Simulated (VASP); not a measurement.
## LiTi12 (a cell with a defect): single point with PBE

System: LiTi12 (a cell with a defect).

```xyz
13
Lattice="5.9000 0.0000 0.0000 -4.4250 7.6643 0.0000 0.0000 0.0000 4.6846" Properties=species:S:1:pos:R:3 pbc="T T T"
Ti    0.2119    0.2688    0.1634
Ti    0.1991    1.8015    2.4509
Ti   -1.7544    2.0185    0.7086
Ti   -1.3628    4.5268    1.6710
Ti   -3.2017    5.1456   -0.2604
Ti   -2.7383    6.8954    2.5387
Ti    2.8492   -0.2034    0.1837
Ti    2.7600    1.5320    2.8358
Ti    1.4377    2.8314    0.2550
Ti    1.5202    4.4122    2.2065
Ti   -0.0821    5.2121   -0.4783
Ti    0.2514    7.1929    2.3548
Li   -1.6824    3.5269    3.5961
```

```
Program             : VASP 6.6.1
Task                : single point
Functional          : PBE
Potentials or basis : VASP PAW PBE potentials, release 64 (Ti_sv, Li_sv)
Cutoff              : 520 eV
k mesh              : 3 × 2 × 3
Occupations         : fermi-dirac, width 0.1 eV
Spin                : no spin polarisation
```

The largest force is 1.544 eV/Å and the band gap on the k mesh is zero (an odd number of electrons rules out a gap without spin polarisation).

Forces in eV/Å, atoms in the order of the input:
```
Ti  -0.229 -0.692 -0.661
Ti  -0.732  0.582  0.940
Ti   0.714 -0.025 -0.001
Ti  -0.007  0.775 -0.876
Ti  -0.195  1.092  1.074
Ti  -0.457 -0.975 -0.658
Ti   0.569 -0.150  0.424
Ti   0.280  1.048  0.023
Ti  -0.451 -0.593 -0.738
Ti   0.296 -0.061 -0.232
Ti   0.612  0.828  0.614
Ti  -0.500 -0.679 -0.007
Li   0.100 -1.152  0.098
```

Levels at points of the mesh, in eV from the Fermi level:
```csv
k point,band 71,band 72,band 73,band 74,band 75,band 76
"(0.00, 0.00, 0.00)",-0.32,-0.18,-0.05,0.04,0.16,0.25
"(0.00, 0.50, 0.00)",-0.30,-0.17,-0.10,0.11,0.23,0.30
```

Run time: 8.9 min on 1 thread of Intel(R) Xeon(R) Platinum 8259CL CPU @ 2.50GHz (Skylake/Cascade Lake) (shared host), peak memory 0.38 GiB.

Caveat: the k points lie up to 0.45 Å⁻¹ apart, too coarse for converged energies and pressures of a metal.
